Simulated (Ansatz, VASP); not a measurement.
## One calculation of Cd, two programs

The input INCAR:

```
PREC     = Accurate       # precision mode
ENCUT    = 520            # plane-wave cutoff, eV
EDIFF    = 1E-7           # SCF threshold, eV
ISMEAR   = 0              # smearing method
SIGMA    = 0.15           # smearing width, eV
LREAL    = F              # projectors in reciprocal space
LASPH    = T              # aspherical terms in the spheres
NELM     = 60             # most SCF steps
ALGO     = Fast           # electronic algorithm
ISIF     = 2              # what is computed and relaxed
LWAVE    = F              # write WAVECAR
LCHARG   = F              # write CHGCAR
GGA      = PE             # functional
NBANDS   = 19             # bands
```

File KPOINTS:

```
Automatic mesh
0
Gamma
  18 18 8
```

Contents of POSCAR:

```
Cd
1.0
    2.9788725081      0.0000000000      0.0000000000
   -1.4894362540      2.5797792666      0.0000000000
    0.0000000000      0.0000000000      5.6176500000
Cd
2
Direct
    0.2170443144      0.4340886288      0.1431937732
    0.6666666667      0.3333333333      0.7500000000
```

Input for Ansatz:

```yaml
crystal:
  lattice:
    - [2.9788725081, 0.0, 0.0]
    - [-1.489436254, 2.5797792666, 0.0]
    - [0.0, 0.0, 5.61765]
  atoms:
    - { symbol: Cd, position: [0.2170443144, 0.4340886288, 0.1431937732] }
    - { symbol: Cd, position: [0.6666666667, 0.3333333333, 0.75] }
basis:
  ecutwfc: 420
kpoints:
  mp_grid: { grid: [18, 18, 8] }
hamiltonian:
  xc: pbe
scf:
  occupations: { method: gaussian, width: 0.15 }
output:
  forces: true
  stress: true
  eigenvalues: true
```

Alike in both runs: task single point; functional PBE; k mesh 18 × 18 × 8; occupations gaussian, width 0.15 eV; no spin polarisation.

|  | VASP | Ansatz |
| --- | --- | --- |
| version | VASP 6.6.1 | Ansatz 0.2.0 |
| potentials or method | VASP PAW PBE potentials, release 64 (Cd), cutoff 520 eV | scalar-relativistic, plane waves, PAW |
| valence electrons in the cell | 24 | 40 |

```csv
,VASP,Ansatz,Ansatz less VASP
gap on the k mesh at the Fermi level (eV),none,none,-
pressure (GPa),12.1,11.5,-0.62
"traceless stress, the component that is largest in VASP (GPa)",4.27,4.23,-0.042
rms of the force components (eV/Å),1.405,1.361,-0.0449
```

Atom by atom the forces differ by 0.045 eV/Å (rms over components). A gap of «none» marks a metal or a gap that the smearing closes. With one functional, cell and mesh, what is left measures potentials, basis and numerics. VASP's potentials hold 24 valence electrons a cell and Ansatz's 40, so a difference there can come from the potentials and not from the codes.
